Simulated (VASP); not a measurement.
A run of VASP 6.6.1:

Contents of INCAR:

```
SYSTEM = Br
PREC     = Accurate       ! precision mode
ENCUT    = 600            ! plane-wave cutoff, eV
EDIFF    = 1E-6           ! SCF threshold, eV
ISMEAR   = -1             ! smearing method
SIGMA    = 0.05           ! smearing width, eV
LREAL    = .FALSE.        ! projectors in reciprocal space
LASPH    = .TRUE.         ! aspherical terms in the spheres
NELM     = 60             ! most SCF steps
ALGO     = Normal         ! electronic algorithm
ISIF     = 3              ! what is computed and relaxed
LWAVE    = .FALSE.        ! write WAVECAR
LCHARG   = .FALSE.        ! write CHGCAR
GGA      = PE             ! functional
IBRION   = 2              ! ionic algorithm
NSW      = 60             ! ionic steps
EDIFFG   = -0.01          ! ionic threshold
PSTRESS  = 300.0
```

File KPOINTS:

```
regular mesh
0
G
  7 7 3
  0 0 0
```

Contents of POSCAR:

```
Br
1.0
    3.3632500000     -2.3225500000      0.0000000000
    3.3632500000      2.3225500000      0.0000000000
    0.0000000000      0.0000000000      8.7023000000
Br
4
Direct
    0.3651000000      0.6349000000      0.3901000000
    0.1349000000      0.8651000000      0.8901000000
    0.6349000000      0.3651000000      0.6099000000
    0.8651000000      0.1349000000      0.1099000000
```

Potentials or basis: VASP PAW PBE potentials, release 64 (Br).

Run with:

```console
$ cat potpaw_PBE.64/Br/POTCAR > POTCAR
$ mpirun -np 1 vasp_std > vasp.out
```

Hardware: 1 thread of Intel(R) Xeon(R) 6975P-C (Granite Rapids), with other jobs on the host.

How long does it take, and how much memory?

It took 9 min on 1 thread of Intel(R) Xeon(R) 6975P-C (Granite Rapids) (shared host), peak memory 0.36 GiB. Counts: scf iterations 167, k points 32, ion steps 24.
